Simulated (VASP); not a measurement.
Set up this calculation in VASP 6.6.1, as the native input.

```yaml
Task: single point
Functional: PBE
Potentials_or_basis: VASP PAW PBE potentials, release 64 (Cu, O)
Cutoff: 520 eV
k_mesh: 14 × 14 × 14
Occupations: gaussian, width 0.15 eV
Spin: no spin polarisation
Dipole_correction: no
Further_INCAR_settings: ALGO = Normal; EDIFF = 1e-06; NBANDS = 30
```

The structure of Cu3O2 lies in POSCAR:

```
Cu3O2
1.0
   -2.0943500000      2.0943500000      3.4749500000
    2.0943500000     -2.0943500000      3.4749500000
    2.0943500000      2.0943500000     -3.4749500000
Cu O
3 2
Direct
    0.2500000000      0.7500000000      0.5000000000
    0.7500000000      0.2500000000      0.5000000000
    0.0000000000      0.0000000000      0.0000000000
    0.0000000000      0.5000000000      0.5000000000
    0.5000000000      0.0000000000      0.5000000000
```

The input as run:

INCAR

```
SYSTEM = Cu3O2
ALGO = Normal ; EDIFF = 1E-6
ENCUT = 520 ; GGA = PE
ISIF = 2 ; ISMEAR = 0
LASPH = .TRUE. ; LCHARG = .FALSE.
LREAL = .FALSE. ; LWAVE = .FALSE.
NBANDS = 30 ; NELM = 60
PREC = Accurate ; SIGMA = 0.15
```

KPOINTS

```
k-points
0
G
  14 14 14
  0 0 0
```

Potentials or basis: VASP PAW PBE potentials, release 64 (Cu, O).

The run is started by

```console
$ cat potpaw_PBE.64/Cu/POTCAR potpaw_PBE.64/O/POTCAR > POTCAR
$ mpirun -np 1 vasp_std > vasp.out
```

It gave:

```yaml
Pressure: 10.0 GPa
Band_gap_on_the_k_mesh: zero (an odd number of electrons rules out a gap without spin polarisation)
```

Caveat: the stress differs along the axes, from -0 to 31 GPa.

It took 4.1 min on 1 thread of Intel(R) Xeon(R) 6975P-C (Granite Rapids), with other jobs on the host, peak memory 0.46 GiB.
